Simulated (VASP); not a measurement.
Wanted: the native input for a VASP 6.6.1 run.

- Task: single point
- Functional: PBE
- Dispersion: D3(BJ)
- Potentials or basis: VASP PAW PBE potentials, release 64 (Si, O)
- Cutoff: 520 eV
- k mesh: 7 × 7 × 1
- Occupations: gaussian, width 0.05 eV
- Spin: collinear spin, ferromagnetic start
- Starting moments: [0.0, 0.0, 0.0, 0.0, 2.0] μB
- Dipole correction: yes
- Further INCAR settings: ALGO = Normal; EDIFF = 1e-06; NBANDS = 23

The structure of Si4O lies in POSCAR:

```
Si4O
1.0
    3.8333442603      0.0000000000      0.0000000000
    0.0000000000      3.8333442603      0.0000000000
    0.0000000000      0.0000000000     21.1034818054
Si O
4 1
Direct
    0.0000000000      0.5000000000      0.1895421825
    0.0000000000      0.0000000000      0.2537634268
    0.5000000000      0.0000000000      0.3207061911
    0.5000000000      0.5000000000      0.3839879068
    0.8750000000      0.7500000000      0.4882361072
```

The input as run:

INCAR

```
ALGO = Normal ; DIPOL = 0.5 0.5 0.327
EDIFF = 1E-6 ; ENCUT = 520
GGA = PE ; IDIPOL = 3
ISIF = 2 ; ISMEAR = 0
ISPIN = 2 ; IVDW = 12
LASPH = True ; LCHARG = True
LDIPOL = True ; LELF = True
LORBIT = 11 ; LREAL = False
LVACPOTAV = True ; LVHAR = True
LWAVE = False ; MAGMOM = 0 0 0 0 2
NBANDS = 23 ; NELM = 150
PREC = Accurate ; SIGMA = 0.05
```

KPOINTS

```
k-points
0
Gamma
  7 7 1
```

Potentials or basis: VASP PAW PBE potentials, release 64 (Si, O).

Command:

```sh
$ cat potpaw_PBE.64/Si/POTCAR potpaw_PBE.64/O/POTCAR > POTCAR
$ mpirun -np 1 vasp_std > vasp.out
```

Results of the run:

The largest force is 1.739 eV/Å and the net moment is 1.40 μB per cell. The site moments are Si -0.02, -0.01, -0.00 (each value once); O +1.21 μB. The valence electrons inside the program's atomic spheres are Si 1.59, 1.67, 1.53 (each value once); O 4.59. The dispersion energy per atom is -0.200 eV.

It took 7.9 min on 1 thread of AMD EPYC 9R45 96-Core Processor (Zen 5), on a shared host, peak memory 0.61 GiB.
